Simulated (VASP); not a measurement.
# HfN (P6_3/mmc) in VASP: further runs

The runs below take HfN through relaxation of cell and atoms, with PBEsol.

Everything below comes from runs of VASP 6.6.1. Logs are shortened: lines on timing, memory, paths and dates and some standing lists are left out, and cuts for length are marked.

### Step 1. The cell of the first run

It takes space group P6_3/mmc (No. 194, hexagonal). The conventional cell has a = 3.134 Å, b = 3.134 Å, c = 5.417 Å, α = 90.00°, β = 90.00°, γ = 120.00°. Hf (site symmetry -6m2) has 6 N at 2.26 Å within 3.0 Å. Within 3.0 Å of N (site symmetry -3m) lie 6 Hf at 2.26 Å and 2 N at 2.71 Å.

### Step 2. Relaxation of cell and atoms, PBEsol, target pressure 30 GPa, at which the enthalpy is minimised

Input file INCAR:

```
SYSTEM = HfN
ALGO = Normal
EDIFF = 1E-6
EDIFFG = -0.01
ENCUT = 600
GGA = PS
IBRION = 2
ISIF = 3
ISMEAR = 0
LASPH = .True.
LCHARG = .False.
LREAL = .False.
LWAVE = .False.
NELM = 80
NSW = 60
PREC = Accurate
PSTRESS = 300.0
SIGMA = 0.1
```

Input file KPOINTS:

```
k-points
0
Gamma
  8 8 4
  0 0 0
```

Input file POSCAR:

```
HfN
1.0
    3.1339100000      0.0000000000      0.0000000000
   -1.5669500000      2.7140400000      0.0000000000
    0.0000000000      0.0000000000      5.4167700000
Hf N
2 2
Direct
    0.6666666667      0.3333333333      0.7500000000
    0.3333333333      0.6666666667      0.2500000000
    0.0000000000      0.0000000000      0.0000000000
    0.0000000000      0.0000000000      0.5000000000
```

Potentials or basis: VASP PAW PBE potentials, release 64 (Hf_pv, N).

Run with:

```console
> cat potpaw_PBE.64/Hf_pv/POTCAR potpaw_PBE.64/N/POTCAR > POTCAR
> mpirun -np 1 vasp_std > vasp.out
```

OUTCAR:

```text
SYSTEM = HfN
   EDIFF = 1E-6
   EDIFFG = -0.01
   ENCUT = 600
   GGA = PS
   IBRION = 2
   ISIF = 3
   ISMEAR = 0
   LASPH = .True.
   LREAL = .False.
   NELM = 80
   NSW = 60
   PREC = Accurate
   PSTRESS = 300.0

 ion  position               nearest neighbor table
   1  0.667  0.333  0.750-   3 2.26   4 2.26   3 2.26   4 2.26   3 2.26   4 2.26   2 3.26   2 3.26
                             2 3.26   2 3.26   2 3.26   2 3.26
   2  0.333  0.667  0.250-   3 2.26   4 2.26   3 2.26   4 2.26   3 2.26   4 2.26   1 3.26   1 3.26
                             1 3.26   1 3.26   1 3.26   1 3.26
   3  0.000  0.000  0.000-   2 2.26   1 2.26   2 2.26   1 2.26   1 2.26   2 2.26
   4  0.000  0.000  0.500-   2 2.26   1 2.26   2 2.26   1 2.26   1 2.26   2 2.26

  LATTYP: Found a hexagonal cell.
 ALAT       =     3.1339100000
 C/A-ratio  =     1.7284382768

  Lattice vectors:

 A1 = (   3.1339100000,   0.0000000000,   0.0000000000)
 A2 = (  -1.5669500000,   2.7140400000,   0.0000000000)
 A3 = (   0.0000000000,   0.0000000000,   5.4167700000)

Analysis of symmetry for initial positions (statically):
=====================================================================
 Subroutine PRICEL returns:
 Original cell was already a primitive cell.

 Routine SETGRP: Setting up the symmetry group for a
 hexagonal supercell.

 Subroutine GETGRP returns: Found 24 space group operations
 (whereof 12 operations were pure point group operations)
 out of a pool of 24 trial point group operations.

The static configuration has the point symmetry D_3d.
 The point group associated with its full space group is D_6h.

Analysis of symmetry for dynamics (positions and initial velocities):
=====================================================================
 Subroutine PRICEL returns:
 Original cell was already a primitive cell.

 Routine SETGRP: Setting up the symmetry group for a
 hexagonal supercell.

 Subroutine GETGRP returns: Found 24 space group operations
 (whereof 12 operations were pure point group operations)
 out of a pool of 24 trial point group operations.

The dynamic configuration has the point symmetry D_3d.
 The point group associated with its full space group is D_6h.

 Subroutine INISYM returns: Found 24 space group operations
 (whereof 12 operations are pure point group operations),
 and found     1 'primitive' translations

----------------------------------------------------------------------------------------

                                     Primitive cell

  volume of cell :      46.0726

  direct lattice vectors                    reciprocal lattice vectors
     3.133910000  0.000000000  0.000000000     0.319090210  0.184226616  0.000000000
    -1.566950000  2.714040000  0.000000000     0.000000000  0.368454407  0.000000000
     0.000000000  0.000000000  5.416770000     0.000000000  0.000000000  0.184611863

  length of vectors
     3.133910000  3.133902587  5.416770000     0.368453536  0.368454407  0.184611863

  position of ions in fractional coordinates (direct lattice)
     0.666666667  0.333333333  0.750000000
     0.333333333  0.666666667  0.250000000
     0.000000000  0.000000000  0.000000000
     0.000000000  0.000000000  0.500000000

  ion indices of the primitive-cell ions
   primitive index   ion index
                 1           1
                 2           2
                 3           3
                 4           4

----------------------------------------------------------------------------------------

 KPOINTS: k-points

Automatic generation of k-mesh.
 Grid dimensions read from file:
 generate k-points for:    8    8    4

 Generating k-lattice:

  Cartesian coordinates                     Fractional coordinates (reciprocal lattice)
     0.039886276  0.023028327  0.000000000     0.125000000  0.000000000  0.000000000
     0.000000000  0.046056801  0.000000000     0.000000000  0.125000000  0.000000000
     0.000000000  0.000000000  0.046152966     0.000000000  0.000000000  0.250000000

  Length of vectors
     0.046056692  0.046056801  0.046152966

  Shift w.r.t. Gamma in fractional coordinates (k-lattice)
     0.000000000  0.000000000  0.000000000

 Subroutine IBZKPT returns following result:
 ===========================================

 Found     30 irreducible k-points:

 Following reciprocal coordinates:
            Coordinates               Weight
  0.000000  0.000000  0.000000      1.000000
  0.125000  0.000000  0.000000      6.000000
  0.250000  0.000000  0.000000      6.000000
  0.375000  0.000000  0.000000      6.000000
  0.500000  0.000000  0.000000      3.000000
  0.125000  0.125000  0.000000      6.000000
[... 16 lines left out ...]
  0.250000  0.000000  0.500000      6.000000
  0.375000  0.000000  0.500000      6.000000
 [... further k-points ...]
   k-points           NKPTS =     30   k-points in BZ     NKDIM =     30   number of bands    NBANDS=     19
   number of dos      NEDOS =    301   number of ions     NIONS =      4
   total plane-waves  NPLWV =  37632
   dimension x,y,z NGX =    28 NGY =   28 NGZ =   48
   dimension x,y,z NGXF=    56 NGYF=   56 NGZF=   96
   ions per type =               2   2
   NGX,Y,Z   is equivalent  to a cutoff of  14.85, 14.85, 14.73 a.u.
   NGXF,Y,Z  is equivalent  to a cutoff of  29.71, 29.71, 29.46 a.u.
 SYSTEM =  HfN
   PREC   = accura    normal or accurate (medium, high low for compatibility)
   ISTART =      0    job   : 0-new  1-cont  2-samecut
   ICHARG =      2    charge: 1-file 2-atom 10-const
   ISPIN  =      1    spin polarized calculation?
   LNONCOLLINEAR =      F non collinear calculations
   LSORBIT =      F    spin-orbit coupling
   LASPH  =      T    aspherical Exc in radial PAW
   ENCUT  =  600.0 eV  44.10 Ry    6.64 a.u.   6.26  6.26 10.82*2*pi/ulx,y,z
   NELM   =     80;   NELMIN=  2; NELMDL= -5     # of ELM steps
   EDIFF  = 0.1E-05   stopping-criterion for ELM
   LREAL  =      F    real-space projection
   EDIFFG = -.1E-01   stopping-criterion for IOM
   NSW    =     60    number of steps for IOM
   IBRION =      2    ionic relax: 0-MD 1-quasi-New 2-CG
   NFREE  =      1    steps in history (QN), initial steepest desc. (CG)
   ISIF   =      3    stress and relaxation
   ISYM   =      2    0-nonsym 1-usesym 2-fastsym
   POTIM  = 0.5000    time-step for ionic-motion
   TEBEG  =    0.0;   TEEND  =   0.0 temperature during run
   PSTRESS=  300.0 pullay stress
   NELECT =      30.0000    total number of electrons
   NUPDOWN=      -1.0000    fix difference up-down
   EMIN   =  10.00;   EMAX   =-10.00  energy-range for DOS
   EFERMI =   0.00;   METHOD = LEGACY
   ISMEAR =     0;   SIGMA  =   0.10  broadening in eV -4-tet -1-fermi 0-gaus
   EFERMI_NEDOS =   21; number of points for ismear=-14 and -15
   IALGO  =     38    algorithm
   IMIX   =      4    mixing-type and parameters
     AMIX     =   0.40;   BMIX     =  1.00
     AMIX_MAG =   1.60;   BMIX_MAG =  1.00
  volume/ion in A,a.u.               =      11.52        77.73
  Fermi-wavevector in a.u.,A,eV,Ry     =   1.418951  2.681429 27.394285  2.013423
  Thomas-Fermi vector in A             =   2.540023
   LORBIT       =      0    0 simple, 1 ext, 2 COOP (PROOUT), +10 PAW based schemes
   GGA     = PS    functional components
   LHFCALC =     F    Hartree Fock is set to
   AEXX    =    0.0000 exact exchange contribution
   IVDW    =     0    specifies the selected vdW correction
   LEPSILON=     F    determine dielectric tensor
   LRPA    =     F    only Hartree local field effects (RPA)
 conjugate gradient relaxation of ions
 non-spin polarized calculation
 Gauss-broadening in eV      SIGMA  =   0.10
  energy-cutoff  :      600.00
  volume of cell :       46.07
 maximum number of plane-waves:      1581
 NGX is ok and might be reduce to    28
   NGX = 13   NGY = 13   NGZ = 21

--------------------------------------- Ionic step        1  -------------------------------------------

 number of electron      30.0000002 magnetization

 Free energy of the ion-electron system (eV)
  ---------------------------------------------------
  ext. energy  EPLUGINS =         0.00000000
  ---------------------------------------------------
  free energy    TOTEN  =       -45.83836748 eV

  energy without entropy =      -45.82435080  energy(sigma->0) =      -45.83135914

------------------------ aborting loop because EDIFF is reached ----------------------------------------

  FORCE on cell =-STRESS in cart. coord.  units (eV):
  Direction    XX          YY          ZZ          XY          YZ          ZX
  --------------------------------------------------------------------------------------
  -------------------------------------------------------------------------------------
  Total       -1.1947785     -1.1947735     -1.3150479     -0.0000022      0.0000000     -0.0000000
  in kB      -41.5484488    -41.5482751    -45.7308203     -0.0000765      0.0000000     -0.0000000
  external PRESSURE =    -342.9425148 kB  Pullay stress =     300.0000000 kB
[... 27 lines left out ...]
--------------------------------------- Ionic step        2  -------------------------------------------

 number of electron      30.0000003 magnetization

 E-fermi :  11.3884     XC(G=0): -15.0006

 val. band max:       11.3409019256   @ k =   0.1250   0.1250   0.5000
 cond. band min:      11.4224549640   @ k =   0.3750   0.0000   0.5000
 fundamental gap:      0.0815530385
 Fermi energy:        11.3884217107

 k-point     1 :       0.0000    0.0000    0.0000
  band No.  band energies     occupation
      1     -21.0041      2.00000
      2     -17.7749      2.00000
      3     -17.6431      2.00000
      4     -17.6430      2.00000
      5     -17.4767      2.00000
      6     -17.4767      2.00000
[... 505 lines left out ...]
      6     -18.0951      2.00000
[... 11 lines left out ...]
     18      17.6110      0.00000
     19      18.4280      0.00000

 [... further k-points ...]
[... 5 lines left out ...]
  --------------------------------------------------------------------------------------
  -------------------------------------------------------------------------------------
  Total       42.8284533     42.8282801     45.5967066      0.0000763     -0.0000000      0.0000000
  in kB     2177.6225552   2177.6137490   2318.3750305      0.0038806     -0.0000000      0.0000000
  external PRESSURE =    1924.5371116 kB  Pullay stress =     300.0000000 kB
[... 147 lines left out ...]
--------------------------------------- Ionic step        6  -------------------------------------------

 number of electron      30.0000006 magnetization

 Free energy of the ion-electron system (eV)
  ---------------------------------------------------
  ext. energy  EPLUGINS =         0.00000000
  ---------------------------------------------------
  free energy    TOTEN  =       -45.51762741 eV

  energy without entropy =      -45.50317065  energy(sigma->0) =      -45.51039903

 E-fermi :   8.5278     XC(G=0): -13.4511

 val. band max:        8.5203151325   @ k =   0.5000   0.0000   0.5000
 cond. band min:       8.5280421200   @ k =   0.2500   0.2500   0.5000
 fundamental gap:      0.0077269876
 Fermi energy:         8.5278176462

 k-point     1 :       0.0000    0.0000    0.0000
  band No.  band energies     occupation
      1     -22.9352      2.00000
      2     -21.6551      2.00000
      3     -21.5474      2.00000
      4     -21.5474      2.00000
      5     -21.4655      2.00000
      6     -21.4655      2.00000
[... 505 lines left out ...]
      6     -21.7294      2.00000
[... 11 lines left out ...]
     18      13.3120      0.00000
     19      13.6970      0.00000

 [... further k-points ...]
[... 5 lines left out ...]
  --------------------------------------------------------------------------------------
  -------------------------------------------------------------------------------------
  Total        7.7941798      7.7941424      7.7584714      0.0000165      0.0000000     -0.0000000
  in kB      300.5245284    300.5230843    299.1476972      0.0006364      0.0000000     -0.0000000
  external PRESSURE =       0.0651033 kB  Pullay stress =     300.0000000 kB
[... 23 lines left out ...]
  energy  without entropy=      -45.5031706524  energy(sigma->0) =      -45.51039903

  enthalpy is  TOTEN    =       -37.7370513389 eV   P V=        7.7805760702

 reached required accuracy - stopping structural energy minimisation
```

Wall time 1.8 min (1 thread of AMD EPYC 9R45 (Zen 5), shared host); peak memory 0.18 GiB.

What came out:

```
Free energy                                            : -45.5176 eV
Relaxed volume                                         : 10.39 Å³/atom
Relaxed cell                                           : a = 3.026 Å, b = 3.026 Å, c = 5.241 Å, α = 90.00°, β = 90.00°, γ = 120.00°
Space group after relaxing (to 0.05 Å)                 : P6_3/mmc (No. 194)
Energy change on relaxing (the enthalpy is what falls) : +80.2 meV/atom
Ionic steps                                            : 6
Pressure after relaxing                                : 30.0 GPa
Band gap on the k mesh                                 : zero (band 15 reaches 10.82 eV, above the bottom of band 16 at 8.19 eV)
```

Step by step:
```csv
step,energy change (eV),largest force (eV/Å),pressure (GPa),volume (Å³)
1,0.0000,0.0000,-4.29,46.07
2,7.0106,0.0000,222.45,31.51
3,0.2400,0.0000,25.59,42.02
4,0.2978,0.0000,28.81,41.68
5,0.3204,0.0000,30.00,41.56
6,0.3207,0.0000,30.01,41.55
```

Final structure:
```yaml
crystal:
  lattice:
    - [3.02571, 0.00000, 0.00000]
    - [-1.51285, 2.62033, 0.00000]
    - [0.00000, 0.00000, 5.24104]
  atoms:
    - { symbol: Hf, position: [0.66667, 0.33333, 0.75000] }
    - { symbol: Hf, position: [0.33333, 0.66667, 0.25000] }
    - { symbol: N, position: [0.00000, 0.00000, 0.00000] }
    - { symbol: N, position: [0.00000, 0.00000, 0.50000] }
```

Levels at points of the mesh, in eV from the Fermi level:
| k point | band 11 | band 12 | band 13 | band 14 | band 15 | band 16 | band 17 | band 18 | band 19 |
| --- | --- | --- | --- | --- | --- | --- | --- | --- | --- |
| (0.00, 0.00, 0.00) | -4.94 | -3.68 | -3.68 | -1.56 | -0.63 | 0.90 | 0.90 | 1.93 | 2.20 |
| (0.50, 0.00, 0.00) | -5.81 | -5.80 | -3.12 | -2.91 | -2.30 | 3.00 | 3.33 | 5.25 | 5.44 |
| (0.00, 0.00, 0.50) | -4.58 | -4.58 | -4.58 | -4.58 | 2.29 | 2.29 | 3.42 | 3.42 | 3.42 |
| (0.50, 0.00, 0.50) | -5.79 | -5.79 | -4.60 | -4.60 | -0.01 | -0.01 | 5.59 | 5.59 | 5.64 |

Caveat: the cell is relaxed towards a set pressure, so the enthalpy falls and the energy may rise; the PAW data sets were made with another functional, which shifts forces and pressure a little; spin-orbit coupling is left out, which moves the levels of the heavy elements.

### Step 3. Relaxation of cell and atoms, PBEsol, target pressure 40 GPa, at which the enthalpy is minimised

Input file INCAR:

```
SYSTEM = HfN
PREC     = Accurate       ! precision mode
ENCUT    = 600            ! plane-wave cutoff, eV
EDIFF    = 1E-6           ! SCF threshold, eV
ISMEAR   = 0              ! smearing method
SIGMA    = 0.1            ! smearing width, eV
LREAL    = .False.        ! projectors in reciprocal space
LASPH    = .True.         ! aspherical terms in the spheres
NELM     = 100            ! most SCF steps
ALGO     = Normal         ! electronic algorithm
ISIF     = 3              ! what is computed and relaxed
LWAVE    = .False.        ! write WAVECAR
LCHARG   = .False.        ! write CHGCAR
GGA      = PS             ! functional
IBRION   = 2              ! ionic algorithm
NSW      = 60             ! ionic steps
EDIFFG   = -0.01          ! ionic threshold
PSTRESS  = 400.0
```

Input file KPOINTS:

```
regular mesh
0
Gamma
  8 8 4
  0 0 0
```

POSCAR is that of step 2.

Potentials or basis: VASP PAW PBE potentials, release 64 (Hf_pv, N).

Run with:

```console
> cat potpaw_PBE.64/Hf_pv/POTCAR potpaw_PBE.64/N/POTCAR > POTCAR
> mpirun -np 1 vasp_std > vasp.out
```

Wall time 2.5 min (1 thread of AMD EPYC 9R45 (Zen 5), shared host); peak memory 0.17 GiB.

Results (log left out):

- Free energy: -45.3064 eV
- Relaxed volume: 10.15 Å³/atom
- Relaxed cell: a = 3.001 Å, b = 3.001 Å, c = 5.202 Å, α = 90.00°, β = 90.00°, γ = 120.00°
- Space group after relaxing (to 0.05 Å): P6_3/mmc (No. 194)
- Energy change on relaxing (the enthalpy is what falls): +133.0 meV/atom
- Ionic steps: 10
- Pressure after relaxing: 40.0 GPa
- Band gap on the k mesh: zero (band 15 reaches 11.10 eV, above the bottom of band 16 at 8.40 eV)

Step by step:
```csv
step,energy change (eV),largest force (eV/Å),pressure (GPa),volume (Å³)
1,0.0000,0.0000,-4.29,46.07
2,13.5821,0.0000,379.49,27.93
3,0.3585,0.0000,31.95,41.36
4,0.4692,0.0000,37.22,40.85
5,0.5321,0.0000,40.03,40.58
6,0.5062,0.0000,38.90,40.69
7,0.5087,0.0000,38.98,40.68
8,0.5084,0.0000,38.97,40.68
9,0.5401,0.0000,40.36,40.55
10,0.5319,0.0000,40.01,40.58
```

Final structure:
```
CELL_PARAMETERS angstrom
3.00143 0.00000 0.00000
-1.50071 2.59930 0.00000
0.00000 0.00000 5.20194
ATOMIC_POSITIONS crystal
Hf 0.66667 0.33333 0.75000
Hf 0.33333 0.66667 0.25000
N 0.00000 0.00000 0.00000
N 0.00000 0.00000 0.50000
```

Levels at points of the mesh, in eV from the Fermi level:
```csv
k point,band 12,band 13,band 14,band 15,band 16,band 17,band 18,band 19
"(0.00, 0.00, 0.00)",-3.75,-3.75,-1.56,-0.67,0.90,0.90,2.10,2.24
"(0.50, 0.00, 0.00)",-5.84,-3.12,-2.97,-2.31,3.10,3.43,5.40,5.59
"(0.00, 0.00, 0.50)",-4.67,-4.67,-4.67,2.35,2.35,3.50,3.50,3.50
"(0.50, 0.00, 0.50)",-5.91,-4.67,-4.67,0.02,0.02,5.76,5.76,5.80
```

Caveat: the cell is relaxed towards a set pressure, so the enthalpy falls and the energy may rise; the PAW data sets were made with another functional, which shifts forces and pressure a little; spin-orbit coupling is left out, which moves the levels of the heavy elements.
